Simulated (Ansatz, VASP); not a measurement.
EuPt3 in VASP and in Ansatz

```xyz
4
Lattice="0.0000 3.2427 3.2427 3.2427 0.0000 3.2427 3.2427 3.2427 0.0000" Properties=species:S:1:pos:R:3 pbc="T T T"
Eu    0.0000    0.0000    0.0000
Pt    3.2427    3.2427    3.2427
Pt    1.6214    1.6214    1.6214
Pt    4.8641    4.8641    4.8641
```

Alike in both runs: task single point; functional PBEsol; k mesh 8 × 8 × 8; occupations gaussian, width 0.05 eV; collinear spin.

|  | VASP | Ansatz |
| --- | --- | --- |
| version | VASP 6.6.1 | Ansatz 0.2.0 |
| potentials or method | VASP PAW PBE potentials, release 64 (Eu, Pt), cutoff 520 eV | scalar-relativistic, plane waves, PAW |
| valence electrons in the cell | 47 | 71 |

```tsv
	VASP	Ansatz	Ansatz less VASP
gap on the k mesh at the Fermi level (eV)	none	none	-
pressure (GPa)	7.3	7.2	-0.05
net moment per atom (μB)	1.63	1.63	+0.001
size of the moment on the site where the two differ most (μB)	6.29	6.36	+0.065
```

VASP's potentials were made for PBE, not for PBEsol. Site moments also hang on the region over which each program counts them. A gap of «none» marks a metal or a gap that the smearing closes. VASP's potentials hold 47 valence electrons a cell and Ansatz's 71, so a difference there can come from the potentials and not from the codes.

Neither program's run includes spin-orbit coupling.
